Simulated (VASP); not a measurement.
# S (Im-3m) in VASP: density of states with LDA

Aim: the density of states of S with LDA.

Program: VASP 6.6.1. These are calculated values, not measurements. Logs are shortened: lines on timing, memory, paths and dates and some standing lists are left out, and cuts for length are marked.

## Step 1: The cell of the first run

Symmetry: Im-3m, No. 229, cubic system. Conventional cell: a = 2.446 Å, b = 2.446 Å, c = 2.446 Å, α = 90.00°, β = 90.00°, γ = 90.00°. S (site symmetry m-3m) has 14 S at 2.12 to 2.45 Å within 2.8 Å.

## Step 2: Density of states, LDA (volume scaled by 0.5)

The input, POSCAR:

```
S
1.0
   -1.2230808432      1.2230808432      1.2230808432
    1.2230808432     -1.2230808432      1.2230808432
    1.2230808432      1.2230808432     -1.2230808432
S
1
Direct
    0.0000000000      0.0000000000      0.0000000000
```

The input, INCAR.step1:

```
SYSTEM = S
ALGO = Normal ; EDIFF = 1E-6
ENCUT = 520 ; GGA = CA
ISIF = 2 ; ISMEAR = -1
LASPH = .TRUE. ; LCHARG = .TRUE.
LREAL = .FALSE. ; LWAVE = .FALSE.
NBANDS = 9 ; NELM = 80
PREC = Accurate ; SIGMA = 0.08
```

The input, KPOINTS.step1:

```
k-points
0
G
  16 16 16
  0 0 0
```

The input, INCAR.step2:

```
SYSTEM = S
ALGO = Normal ; EDIFF = 1E-6
ENCUT = 520 ; GGA = CA
ICHARG = 11 ; ISIF = 2
ISMEAR = -5 ; LASPH = .TRUE.
LCHARG = .FALSE. ; LORBIT = 11
LREAL = .FALSE. ; LWAVE = .FALSE.
NEDOS = 2001 ; NELM = 80
PREC = Accurate ; SIGMA = 0.08
```

The input, KPOINTS.step2:

```
k-points
0
G
  24 24 24
  0 0 0
```

Potentials or basis: VASP PAW LDA potentials, release 64 (S).

The run is started by

```
$ cat potpaw_LDA.64/S/POTCAR > POTCAR
$ cp INCAR.step1 INCAR
$ cp KPOINTS.step1 KPOINTS
$ mpirun -np 1 vasp_std > vasp.out
$ cp INCAR.step2 INCAR
$ cp KPOINTS.step2 KPOINTS
$ mpirun -np 1 vasp_std > vasp.out
```

OUTCAR:

```text
SYSTEM = S
   EDIFF = 1E-6
   ENCUT = 520
   GGA = CA
   ICHARG = 11
   ISIF = 2
   ISMEAR = -5
   LASPH = .TRUE.
   LORBIT = 11
   LREAL = .FALSE.
   NELM = 80
   PREC = Accurate

 ion  position               nearest neighbor table
   1  0.000  0.000  0.000-

  LATTYP: Found a body centered cubic cell.
 ALAT       =     2.4461616864

  Lattice vectors:

 A1 = (  -1.2230808432,   1.2230808432,   1.2230808432)
 A2 = (   1.2230808432,  -1.2230808432,   1.2230808432)
 A3 = (   1.2230808432,   1.2230808432,  -1.2230808432)

Analysis of symmetry for initial positions (statically):
=====================================================================
 Subroutine PRICEL returns:
 Original cell was already a primitive cell.

 Routine SETGRP: Setting up the symmetry group for a
 body centered cubic supercell.

 Subroutine GETGRP returns: Found 48 space group operations
 (whereof 48 operations were pure point group operations)
 out of a pool of 48 trial point group operations.

The static configuration has the point symmetry O_h .

Analysis of symmetry for dynamics (positions and initial velocities):
=====================================================================
 Subroutine PRICEL returns:
 Original cell was already a primitive cell.

 Routine SETGRP: Setting up the symmetry group for a
 body centered cubic supercell.

 Subroutine GETGRP returns: Found 48 space group operations
 (whereof 48 operations were pure point group operations)
 out of a pool of 48 trial point group operations.

The dynamic configuration has the point symmetry O_h .

 Subroutine INISYM returns: Found 48 space group operations
 (whereof 48 operations are pure point group operations),
 and found     1 'primitive' translations

----------------------------------------------------------------------------------------

                                     Primitive cell

  volume of cell :       7.3186

  direct lattice vectors                    reciprocal lattice vectors
    -1.223080843  1.223080843  1.223080843     0.000000000  0.408803721  0.408803721
     1.223080843 -1.223080843  1.223080843     0.408803721  0.000000000  0.408803721
     1.223080843  1.223080843 -1.223080843     0.408803721  0.408803721  0.000000000

  length of vectors
     2.118438162  2.118438162  2.118438162     0.578135767  0.578135767  0.578135767

  position of ions in fractional coordinates (direct lattice)
     0.000000000  0.000000000  0.000000000

  ion indices of the primitive-cell ions
[... 73 lines left out ...]
   LASPH  =      T    aspherical Exc in radial PAW
   ENCUT  =  520.0 eV  38.22 Ry    6.18 a.u.   3.94  3.94  3.94*2*pi/ulx,y,z
   NELM   =     80;   NELMIN=  2; NELMDL=  0     # of ELM steps
   EDIFF  = 0.1E-05   stopping-criterion for ELM
   LREAL  =      F    real-space projection
[... 7 lines left out ...]
   TEBEG  =    0.0;   TEEND  =   0.0 temperature during run
   PSTRESS=    0.0 pullay stress
   NELECT =       6.0000    total number of electrons
   NUPDOWN=      -1.0000    fix difference up-down
   EMIN   =  10.00;   EMAX   =-10.00  energy-range for DOS
   EFERMI =   0.00;   METHOD = LEGACY
   ISMEAR =    -5;   SIGMA  =   0.08  broadening in eV -4-tet -1-fermi 0-gaus
   EFERMI_NEDOS =   21; number of points for ismear=-14 and -15
   IALGO  =     38    algorithm
   IMIX   =      4    mixing-type and parameters
     AMIX     =   0.40;   BMIX     =  1.00
     AMIX_MAG =   1.60;   BMIX_MAG =  1.00
  volume/ion in A,a.u.               =       7.32        49.39
  Fermi-wavevector in a.u.,A,eV,Ry     =   1.532205  2.895447 31.941729  2.347651
  Thomas-Fermi vector in A             =   2.639443
   LORBIT       =     11    0 simple, 1 ext, 2 COOP (PROOUT), +10 PAW based schemes
   GGA     = CA    functional components
   LHFCALC =     F    Hartree Fock is set to
   AEXX    =    0.0000 exact exchange contribution
   IVDW    =     0    specifies the selected vdW correction
   LEPSILON=     F    determine dielectric tensor
   LRPA    =     F    only Hartree local field effects (RPA)
 non-spin polarized calculation
 Fermi weights with tetrahedron method with Bloechl corrections
  energy-cutoff  :      520.00
  volume of cell :        7.32
 maximum number of plane-waves:       212

 number of electron       6.0000000 magnetization

 Free energy of the ion-electron system (eV)
  ---------------------------------------------------
  ext. energy  EPLUGINS =         0.00000000
  ---------------------------------------------------
  free energy    TOTEN  =        -0.33348721 eV

  energy without entropy =       -0.33348721  energy(sigma->0) =       -0.33348721

 E-fermi :  23.2430     XC(G=0): -15.1092

 val. band max:       23.3275114343   @ k =   0.4167   0.0417   0.0417
 cond. band min:      23.0166112573   @ k =  -0.4583  -0.4583   0.3750
 fundamental gap:     -0.3109001770
 Fermi energy:        23.2429920143

 k-point     1 :       0.0000    0.0000    0.0000
  band No.  band energies     occupation
      1      -5.1189      2.00000
      2      33.1600      0.00000
      3      33.1600      0.00000
      4      33.1600      0.00000
      5      35.8184      0.00000
      6      35.8184      0.00000
      7      35.8184      0.00000
[... 221 lines left out ...]
 k-point    24 :       0.4583    0.0417    0.0000
  band No.  band energies     occupation
      1       5.5231      2.00000
      2       7.4044      2.00000
      3      23.8936      0.15213
      4      27.0078      0.00000
      5      30.2626      0.00000
      6      32.9552      0.00000
      7      47.4864      0.00000

 [... further k-points ...]

------------------------ aborting loop because EDIFF is reached ----------------------------------------

  FORCE on cell =-STRESS in cart. coord.  units (eV):
  Direction    XX          YY          ZZ          XY          YZ          ZX
  --------------------------------------------------------------------------------------
  -------------------------------------------------------------------------------------
  Total       11.9149360     11.9149360     11.9149360     -0.0000000      0.0000000      0.0000000
  in kB     2608.4157460   2608.4157460   2608.4157460     -0.0000000      0.0000000      0.0000000
  external PRESSURE =    2608.4157460 kB  Pullay stress =       0.0000000 kB

 VOLUME and BASIS-vectors are now :
 -----------------------------------------------------------------------------
  energy-cutoff  :      520.00
  volume of cell :        7.32
      direct lattice vectors                 reciprocal lattice vectors
    -1.223080843  1.223080843  1.223080843     0.000000000  0.408803721  0.408803721
     1.223080843 -1.223080843  1.223080843     0.408803721  0.000000000  0.408803721
     1.223080843  1.223080843 -1.223080843     0.408803721  0.408803721  0.000000000

 POSITION                                       TOTAL-FORCE (eV/Angst)
 -----------------------------------------------------------------------------------
      0.00000      0.00000      0.00000        -0.000000     -0.000000     -0.000000
 -----------------------------------------------------------------------------------
    total drift:                               -0.000000     -0.000000      0.000000

  FREE ENERGIE OF THE ION-ELECTRON SYSTEM (eV)
  ---------------------------------------------------
  free  energy   TOTEN  =        -0.3334872115 eV

  energy  without entropy=       -0.3334872115  energy(sigma->0) =       -0.33348721

 total charge

# of ion       s       p       d       tot
------------------------------------------
    1        1.429   2.376   0.000   3.805
```

OUTCAR.step1:

```text
SYSTEM = S
   EDIFF = 1E-6
   ENCUT = 520
   GGA = CA
   ISIF = 2
   ISMEAR = -1
   LASPH = .TRUE.
[... 502 lines left out ...]

 POSITION                                       TOTAL-FORCE (eV/Angst)
 -----------------------------------------------------------------------------------
      0.00000      0.00000      0.00000         0.000000     -0.000000     -0.000000
 -----------------------------------------------------------------------------------
    total drift:                               -0.000000     -0.000000      0.000000

  FREE ENERGIE OF THE ION-ELECTRON SYSTEM (eV)
  ---------------------------------------------------
  free  energy   TOTEN  =        -0.3448219421 eV

  energy  without entropy=       -0.3375719645  energy(sigma->0) =       -0.34119695
```

OSZICAR.step1:

```text
N       E                     dE             d eps       ncg     rms          rms(c)
DAV:   1     0.824607822942E+01    0.82461E+01   -0.35542E+03  2925   0.603E+02
DAV:   2    -0.238233785294E+00   -0.84843E+01   -0.81646E+01  3782   0.819E+01
DAV:   3    -0.359969196135E+00   -0.12174E+00   -0.12108E+00  2878   0.751E+00
DAV:   4    -0.360104197275E+00   -0.13500E-03   -0.13499E-03  3169   0.278E-01
DAV:   5    -0.360104242838E+00   -0.45563E-07   -0.47162E-07  2940   0.464E-03    0.333E+01
DAV:   6    -0.350287047897E+00    0.98172E-02   -0.70766E-04  2795   0.200E-01    0.200E+01
DAV:   7    -0.344819018679E+00    0.54680E-02   -0.16008E-03  2712   0.303E-01    0.707E-02
DAV:   8    -0.344821306732E+00   -0.22881E-05   -0.11061E-05  2974   0.323E-02    0.386E-02
DAV:   9    -0.344821942113E+00   -0.63538E-06   -0.28024E-07  1747   0.395E-03
   1 F= -.34482194E+00 E0= -.34119695E+00  d E =-.724998E-02
```

It took 17 s on 1 thread of Intel Xeon Platinum 8259CL at 2.50GHz (Skylake/Cascade Lake), shared host; peak memory 0.14 GiB.

Results:

- Valence electrons inside the program's atomic spheres: S 3.81

Levels at points of the mesh, in eV from the Fermi level:
```tsv
k point	band 1	band 2	band 3	band 4	band 5	band 6
(0.00, 0.00, 0.00)	-28.36	9.92	9.92	9.92	12.58	12.58
(0.50, 0.00, 0.00)	-16.93	-16.78	1.18	5.12	5.52	9.13
(0.50, 0.50, 0.50)	-7.74	-7.74	-7.74	-4.07	-2.74	-2.74
```

Caveat: tetrahedron occupations give inexact forces and stress in metals.
